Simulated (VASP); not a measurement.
The system is As.

```
As
1.0
    -1.43781    1.43781    1.43781
     1.43781   -1.43781    1.43781
     1.43781    1.43781   -1.43781
As
1
Cartesian
  0.0000 0.0000 0.0000
```

```yaml
Program: VASP 6.6.1
Task: relaxation of cell and atoms
Functional: PBE
Potentials_or_basis: VASP PAW PBE potentials, release 64 (As)
Cutoff: 600 eV
k_mesh: 16 × 16 × 16
Occupations: fermi-dirac, width 0.05 eV
Spin: no spin polarisation
```

At the start: pressure 108.0 GPa; volume 11.89 Å³/atom.

Problem. How do energy, volume and symmetry change on relaxing?

Solution. Over 5 steps the energy falls by 1585.8 meV/atom and the volume is 19.12 Å³/atom (+60.8 %); space group Im-3m (No. 229, to 0.05 Å).

Step by step:
```
step  energy change (eV)  largest force (eV/Å)  pressure (GPa)  volume (Å³)
   1              0.0000                0.0000          108.00        11.89
   2             -0.7364                0.0000          -13.53        31.70
   3             -1.5836                0.0000           -1.67        19.54
   4             -1.5853                0.0000           -0.81        19.31
   5             -1.5858                0.0000            0.00        19.12
```

Final structure:
```xyz
1
Lattice="-1.6844 1.6844 1.6844 1.6844 -1.6844 1.6844 1.6844 1.6844 -1.6844" Properties=species:S:1:pos:R:3 pbc="T T T"
As    0.0000    0.0000    0.0000
```

Caveat: the volume moved by over 15 % at a fixed basis, so the end points are rough.
